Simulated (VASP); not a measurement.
# ZnO (P6_3mc) in VASP: notebook

Aim: see how the results for ZnO move with the level of theory and the settings. Levels: PBE+D4, RPBE+D4, revPBE+D3(BJ), RPBE. Tasks: single point.

Everything below comes from runs of VASP 6.6.1. Logs are shortened: lines on timing, memory, paths and dates and some standing lists are left out, and cuts for length are marked.

**Experimental background.**

From “Electronic structure of alkaline earth and post-transition metal oxides”, 2009, arxiv:0908.1581, for a bulk crystal of ZnO: band gap 3.37 eV.

The results are compared with them further down.

## (1) The cell of the first run

The structure is hexagonal, space group P6_3mc (No. 186). The conventional cell has a = 3.252 Å, b = 3.252 Å, c = 5.247 Å, α = 90.00°, β = 90.00°, γ = 120.00°. Within 2.6 Å of Zn (site symmetry 3m) lie 4 O at 1.98 to 1.99 Å. Within 2.6 Å of O (site symmetry 3m) lie 4 Zn at 1.98 to 1.99 Å.

## (2) Single point, PBE+D4

Contents of INCAR:

```
PREC = Accurate ; ENCUT = 520
EDIFF = 1E-7 ; ISMEAR = 0
SIGMA = 0.05 ; LREAL = False
LASPH = True ; NELM = 60
ALGO = Normal ; ISIF = 2
LWAVE = False ; LCHARG = True
GGA = PE ; IVDW = 13
LELF = True ; LVHAR = True
NBANDS = 26
```

Contents of KPOINTS:

```
Automatic mesh
0
Gamma
  8 8 6
```

Contents of POSCAR:

```
ZnO
1.0
    3.2519319560      0.0000000000      0.0000000000
   -1.6259659780      2.8162556853      0.0000000000
    0.0000000000      0.0000000000      5.2474336454
Zn O
2 2
Direct
    0.3333333333      0.6666666667      0.0015124609
    0.6666666667      0.3333333333      0.5015124609
    0.3333333333      0.6666666667      0.3805875391
    0.6666666667      0.3333333333      0.8805875391
```

Potentials or basis: VASP PAW PBE potentials, release 64 (Zn, O).

On the command line:

```
cat potpaw_PBE.64/Zn/POTCAR potpaw_PBE.64/O/POTCAR > POTCAR
mpirun -np 1 vasp_std > vasp.out
```

OUTCAR:

```text
PREC = Accurate
   ENCUT = 520
   EDIFF = 1E-7
   ISMEAR = 0
   LREAL = False
   LASPH = True
   NELM = 60
   ISIF = 2
   GGA = PE
   IVDW = 13

 ion  position               nearest neighbor table
   1  0.333  0.667  0.002-   4 1.98   4 1.98   4 1.98   3 1.99
   2  0.667  0.333  0.502-   3 1.98   3 1.98   3 1.98   4 1.99
   3  0.333  0.667  0.381-   2 1.98   2 1.98   2 1.98   1 1.99
   4  0.667  0.333  0.881-   1 1.98   1 1.98   1 1.98   2 1.99

  LATTYP: Found a hexagonal cell.
 ALAT       =     3.2519319560
 C/A-ratio  =     1.6136357453

  Lattice vectors:

 A1 = (   3.2519319560,   0.0000000000,   0.0000000000)
 A2 = (  -1.6259659780,   2.8162556853,   0.0000000000)
 A3 = (   0.0000000000,   0.0000000000,   5.2474336454)

Analysis of symmetry for initial positions (statically):
=====================================================================
 Subroutine PRICEL returns:
 Original cell was already a primitive cell.

 Routine SETGRP: Setting up the symmetry group for a
 hexagonal supercell.

 Subroutine GETGRP returns: Found 12 space group operations
 (whereof  6 operations were pure point group operations)
 out of a pool of 24 trial point group operations.

The static configuration has the point symmetry C_3v.
 The point group associated with its full space group is C_6v.

Analysis of symmetry for dynamics (positions and initial velocities):
=====================================================================
 Subroutine PRICEL returns:
 Original cell was already a primitive cell.

 Routine SETGRP: Setting up the symmetry group for a
 hexagonal supercell.

 Subroutine GETGRP returns: Found 12 space group operations
 (whereof  6 operations were pure point group operations)
 out of a pool of 24 trial point group operations.

The dynamic configuration has the point symmetry C_3v.
 The point group associated with its full space group is C_6v.

 Subroutine INISYM returns: Found 12 space group operations
 (whereof  6 operations are pure point group operations),
 and found     1 'primitive' translations

----------------------------------------------------------------------------------------

                                     Primitive cell

  volume of cell :      48.0574

  direct lattice vectors                    reciprocal lattice vectors
     3.251931956  0.000000000  0.000000000     0.307509509  0.177540698  0.000000000
    -1.625965978  2.816255685  0.000000000     0.000000000  0.355081396  0.000000000
     0.000000000  0.000000000  5.247433645     0.000000000  0.000000000  0.190569346

  length of vectors
     3.251931956  3.251931956  5.247433645     0.355081396  0.355081396  0.190569346

  position of ions in fractional coordinates (direct lattice)
     0.333333333  0.666666667  0.001512461
     0.666666667  0.333333333  0.501512461
     0.333333333  0.666666667  0.380587539
     0.666666667  0.333333333  0.880587539

  ion indices of the primitive-cell ions
   primitive index   ion index
                 1           1
                 2           2
                 3           3
                 4           4

----------------------------------------------------------------------------------------

 KPOINTS: Automatic mesh

Automatic generation of k-mesh.
 Grid dimensions read from file:
 generate k-points for:    8    8    6

 Generating k-lattice:

  Cartesian coordinates                     Fractional coordinates (reciprocal lattice)
     0.038438689  0.022192587  0.000000000     0.125000000  0.000000000  0.000000000
     0.000000000  0.044385174  0.000000000     0.000000000  0.125000000  0.000000000
     0.000000000  0.000000000  0.031761558     0.000000000  0.000000000  0.166666667

  Length of vectors
     0.044385174  0.044385174  0.031761558

  Shift w.r.t. Gamma in fractional coordinates (k-lattice)
     0.000000000  0.000000000  0.000000000

 Subroutine IBZKPT returns following result:
 ===========================================

 Found     40 irreducible k-points:

 Following reciprocal coordinates:
            Coordinates               Weight
  0.000000  0.000000  0.000000      1.000000
  0.125000  0.000000  0.000000      6.000000
  0.250000  0.000000  0.000000      6.000000
  0.375000  0.000000  0.000000      6.000000
  0.500000  0.000000  0.000000      3.000000
  0.125000  0.125000  0.000000      6.000000
[... 16 lines left out ...]
  0.250000  0.000000  0.333333     12.000000
  0.375000  0.000000  0.333333     12.000000
 [... further k-points ...]
   k-points           NKPTS =     40   k-points in BZ     NKDIM =     40   number of bands    NBANDS=     26
   number of dos      NEDOS =    301   number of ions     NIONS =      4
   total plane-waves  NPLWV =  23040
   dimension x,y,z NGX =    24 NGY =   24 NGZ =   40
   dimension x,y,z NGXF=    48 NGYF=   48 NGZF=   80
   ions per type =               2   2
   NGX,Y,Z   is equivalent  to a cutoff of  12.27, 12.27, 12.67 a.u.
   NGXF,Y,Z  is equivalent  to a cutoff of  24.54, 24.54, 25.35 a.u.
 SYSTEM =  unknown system
   PREC   = accura    normal or accurate (medium, high low for compatibility)
   ISTART =      0    job   : 0-new  1-cont  2-samecut
   ICHARG =      2    charge: 1-file 2-atom 10-const
   ISPIN  =      1    spin polarized calculation?
   LNONCOLLINEAR =      F non collinear calculations
   LSORBIT =      F    spin-orbit coupling
   LASPH  =      T    aspherical Exc in radial PAW
   ENCUT  =  520.0 eV  38.22 Ry    6.18 a.u.   6.05  6.05  9.76*2*pi/ulx,y,z
   NELM   =     60;   NELMIN=  2; NELMDL= -5     # of ELM steps
   EDIFF  = 0.1E-06   stopping-criterion for ELM
   LREAL  =      F    real-space projection
   EDIFFG = 0.1E-05   stopping-criterion for IOM
   NSW    =      0    number of steps for IOM
   IBRION =     -1    ionic relax: 0-MD 1-quasi-New 2-CG
   NFREE  =      0    steps in history (QN), initial steepest desc. (CG)
   ISIF   =      2    stress and relaxation
   ISYM   =      2    0-nonsym 1-usesym 2-fastsym
   POTIM  = 0.5000    time-step for ionic-motion
   TEBEG  =    0.0;   TEEND  =   0.0 temperature during run
   PSTRESS=    0.0 pullay stress
   NELECT =      36.0000    total number of electrons
   NUPDOWN=      -1.0000    fix difference up-down
   EMIN   =  10.00;   EMAX   =-10.00  energy-range for DOS
   EFERMI =   0.00;   METHOD = LEGACY
   ISMEAR =     0;   SIGMA  =   0.05  broadening in eV -4-tet -1-fermi 0-gaus
   EFERMI_NEDOS =   21; number of points for ismear=-14 and -15
   IALGO  =     38    algorithm
   IMIX   =      4    mixing-type and parameters
     AMIX     =   0.40;   BMIX     =  1.00
     AMIX_MAG =   1.60;   BMIX_MAG =  1.00
  volume/ion in A,a.u.               =      12.01        81.08
  Fermi-wavevector in a.u.,A,eV,Ry     =   1.486810  2.809664 30.077097  2.210604
  Thomas-Fermi vector in A             =   2.600050
   LORBIT       =      0    0 simple, 1 ext, 2 COOP (PROOUT), +10 PAW based schemes
   GGA     = PE    functional components
   LHFCALC =     F    Hartree Fock is set to
   AEXX    =    0.0000 exact exchange contribution
   IVDW    =    13    specifies the selected vdW correction
   LEPSILON=     F    determine dielectric tensor
   LRPA    =     F    only Hartree local field effects (RPA)
 non-spin polarized calculation
 Gauss-broadening in eV      SIGMA  =   0.05
  energy-cutoff  :      520.00
  volume of cell :       48.06
 maximum number of plane-waves:      1314
   NGX = 13   NGY = 13   NGZ = 19

 number of electron      36.0000034 magnetization

 Free energy of the ion-electron system (eV)
  ---------------------------------------------------
  ext. energy  EPLUGINS =         0.00000000
  ---------------------------------------------------
  free energy    TOTEN  =       -17.83879404 eV

  energy without entropy =      -17.83879404  energy(sigma->0) =      -17.83879404

 E-fermi :   1.3475     XC(G=0): -10.8607

 val. band max:        1.1216283756   @ k =   0.0000   0.0000   0.0000
 cond. band min:       1.8872250380   @ k =   0.0000   0.0000   0.0000
 fundamental gap:      0.7655966624
 Fermi energy:         1.3474697401

 k-point     1 :       0.0000    0.0000    0.0000
  band No.  band energies     occupation
      1     -16.8970      2.00000
      2     -16.1917      2.00000
      3      -4.5322      2.00000
      4      -4.5322      2.00000
      5      -4.4898      2.00000
      6      -4.4536      2.00000
[... 18 lines left out ...]
     25      15.2253      0.00000
     26      15.2253      0.00000

 k-point     2 :       0.1250    0.0000    0.0000
  band No.  band energies     occupation
      1     -16.8138      2.00000
      2     -16.1549      2.00000
      3      -4.6242      2.00000
      4      -4.4844      2.00000
      5      -4.4428      2.00000
      6      -4.3706      2.00000
[... 18 lines left out ...]
     25      15.2156      0.00000
     26      15.3821      0.00000

 k-point     3 :       0.2500    0.0000    0.0000
  band No.  band energies     occupation
      1     -16.5990      2.00000
      2     -16.0725      2.00000
      3      -4.7819      2.00000
      4      -4.4456      2.00000
      5      -4.3807      2.00000
      6      -4.2602      2.00000
[... 18 lines left out ...]
     25      14.4370      0.00000
     26      15.2605      0.00000

 k-point     4 :       0.3750    0.0000    0.0000
  band No.  band energies     occupation
      1     -16.3516      2.00000
      2     -16.0122      2.00000
      3      -4.8215      2.00000
      4      -4.4998      2.00000
      5      -4.3033      2.00000
      6      -4.0497      2.00000
[... 18 lines left out ...]
     25      14.4150      0.00000
     26      15.1945      0.00000

 k-point     5 :       0.5000    0.0000    0.0000
  band No.  band energies     occupation
      1     -16.2246      2.00000
      2     -16.0084      2.00000
      3      -4.7534      2.00000
      4      -4.5548      2.00000
      5      -4.2807      2.00000
      6      -3.8941      2.00000
[... 18 lines left out ...]
     25      14.2695      0.00000
     26      15.3009      0.00000

 k-point     6 :       0.1250    0.1250    0.0000
  band No.  band energies     occupation
      1     -16.6644      2.00000
      2     -16.0953      2.00000
      3      -4.7019      2.00000
      4      -4.4960      2.00000
      5      -4.3732      2.00000
      6      -4.3349      2.00000
[... 427 lines left out ...]
 k-point    21 :       0.0000    0.0000    0.3333
  band No.  band energies     occupation
      1     -16.7278      2.00000
      2     -16.3750      2.00000
      3      -4.7142      2.00000
      4      -4.6509      2.00000
      5      -4.5025      2.00000
      6      -4.5025      2.00000
[... 18 lines left out ...]
     25      14.6331      0.00000
     26      14.6331      0.00000

 k-point    22 :       0.1250    0.0000    0.3333
  band No.  band energies     occupation
      1     -16.6542      2.00000
      2     -16.3246      2.00000
      3      -4.7397      2.00000
      4      -4.7134      2.00000
      5      -4.4491      2.00000
      6      -4.4435      2.00000
[... 18 lines left out ...]
     25      14.1946      0.00000
     26      14.7510      0.00000

 k-point    23 :       0.2500    0.0000    0.3333
  band No.  band energies     occupation
      1     -16.4680      2.00000
      2     -16.2044      2.00000
      3      -4.8711      2.00000
      4      -4.7544      2.00000
      5      -4.3242      2.00000
      6      -4.3017      2.00000
[... 18 lines left out ...]
     25      14.4813      0.00000
     26      14.8669      0.00000

 k-point    24 :       0.3750    0.0000    0.3333
  band No.  band energies     occupation
      1     -16.2626      2.00000
      2     -16.0925      2.00000
      3      -4.9233      2.00000
      4      -4.7981      2.00000
      5      -4.2133      2.00000
      6      -4.1098      2.00000
[... 18 lines left out ...]
     25      14.5603      0.00000
     26      14.9533      0.00000

 [... further k-points ...]

------------------------ aborting loop because EDIFF is reached ----------------------------------------

  DFT-D4 for vdW energy calculation

  Edisp (eV):   -0.94464

  FORCE on cell =-STRESS in cart. coord.  units (eV):
  Direction    XX          YY          ZZ          XY          YZ          ZX
  --------------------------------------------------------------------------------------
  -------------------------------------------------------------------------------------
  Total       0.32655     0.32655     0.34861     0.00000     0.00000     0.00000
  in kB      10.88671    10.88671    11.62214     0.00000     0.00000     0.00000
  external pressure =       11.13 kB  Pullay stress =        0.00 kB

 VOLUME and BASIS-vectors are now :
 -----------------------------------------------------------------------------
  energy-cutoff  :      520.00
  volume of cell :       48.06
      direct lattice vectors                 reciprocal lattice vectors
     3.251931956  0.000000000  0.000000000     0.307509509  0.177540698  0.000000000
    -1.625965978  2.816255685  0.000000000     0.000000000  0.355081396  0.000000000
     0.000000000  0.000000000  5.247433645     0.000000000  0.000000000  0.190569346

 POSITION                                       TOTAL-FORCE (eV/Angst)
 -----------------------------------------------------------------------------------
     -0.00000      1.87750      0.00794         0.000000      0.000000      0.001629
      1.62597      0.93875      2.63165        -0.000000     -0.000000      0.001629
     -0.00000      1.87750      1.99711        -0.000000      0.000000     -0.001629
      1.62597      0.93875      4.62082         0.000000     -0.000000     -0.001629
 -----------------------------------------------------------------------------------
    total drift:                               -0.000001     -0.000001      0.000851

  FREE ENERGIE OF THE ION-ELECTRON SYSTEM (eV)
  ---------------------------------------------------
  free  energy   TOTEN  =       -18.7834300228 eV

  energy  without entropy=      -18.7834300228  energy(sigma->0) =      -18.78343002
```

It took 18 s on 1 thread of Intel Xeon 6975P-C (Granite Rapids), shared host; peak memory 0.18 GiB.

What came out:

- Free energy: -18.7834 eV
- Pressure: 1.1 GPa
- Band gap on the k mesh: 0.77 eV, direct
- Dispersion energy per atom: -0.236 eV

## (3) Single point, RPBE+D4

This run uses another cell than the first one, of 12.06 Å³/atom, 1.004 times its volume.

Contents of INCAR:

```
SYSTEM = ZnO
ALGO     = Normal         ! electronic algorithm
EDIFF    = 1E-6           ! SCF threshold, eV
ENCUT    = 520            ! plane-wave cutoff, eV
GGA      = RP             ! functional
ISIF     = 2              ! what is computed and relaxed
ISMEAR   = 0              ! smearing method
IVDW     = 13             ! dispersion correction
LASPH    = .True.         ! aspherical terms in the spheres
LCHARG   = .False.        ! write CHGCAR
LREAL    = .False.        ! projectors in reciprocal space
LWAVE    = .False.        ! write WAVECAR
NBANDS   = 26             ! bands
NELM     = 100            ! most SCF steps
PREC     = Accurate       ! precision mode
SIGMA    = 0.05           ! smearing width, eV
```

Contents of KPOINTS:

```
k-points
0
Gamma
  8 8 6
  0 0 0
```

Contents of POSCAR:

```
ZnO
1.0
    3.2571609225      0.0000000000      0.0000000000
   -1.6285804612      2.8207841031      0.0000000000
    0.0000000000      0.0000000000      5.2521172089
Zn O
2 2
Direct
    0.3333333333      0.6666666667      0.0014489168
    0.6666666667      0.3333333333      0.5014489168
    0.3333333333      0.6666666667      0.3806510832
    0.6666666667      0.3333333333      0.8806510832
```

Potentials or basis: VASP PAW PBE potentials, release 64 (Zn, O).

On the command line:

```
cat potpaw_PBE.64/Zn/POTCAR potpaw_PBE.64/O/POTCAR > POTCAR
mpirun -np 1 vasp_std > vasp.out
```

Run time: 17 s. Hardware: 1 thread of Intel Xeon 6975P-C (Granite Rapids), shared host; peak memory 0.18 GiB.

The run converged. Its results:

| Item | Value |
| --- | --- |
| Free energy | -18.3005 eV |
| Pressure | 1.1 GPa |
| Largest force | 0.004 eV/Å |
| Band gap on the k mesh | 0.85 eV, direct |
| Dispersion energy per atom | -0.501 eV |

Forces on the atoms (eV/Å):
```
Zn   0.000  0.000 -0.004
Zn   0.000  0.000 -0.004
O    0.000  0.000  0.004
O    0.000  0.000  0.004
```

Levels at points of the mesh, in eV from the valence-band top:
```csv
k point,band 15,band 16,band 17,band 18,band 19,band 20,band 21,band 22
"(0.00, 0.00, 0.00)",-0.78,-0.08,0.00,0.00,0.85,5.27,8.27,12.93
"(0.50, 0.00, 0.00)",-2.77,-2.21,-1.26,-0.82,5.80,6.98,7.68,8.50
"(0.00, 0.00, 0.50)",-0.38,-0.38,-0.38,-0.38,3.50,3.50,10.12,10.12
"(0.50, 0.00, 0.50)",-1.47,-1.47,-1.35,-1.35,5.79,5.79,8.45,8.45
```

Caveat: the PAW data sets were made with another functional, which shifts forces and pressure a little.

(Part 1 of 2 ends here.)
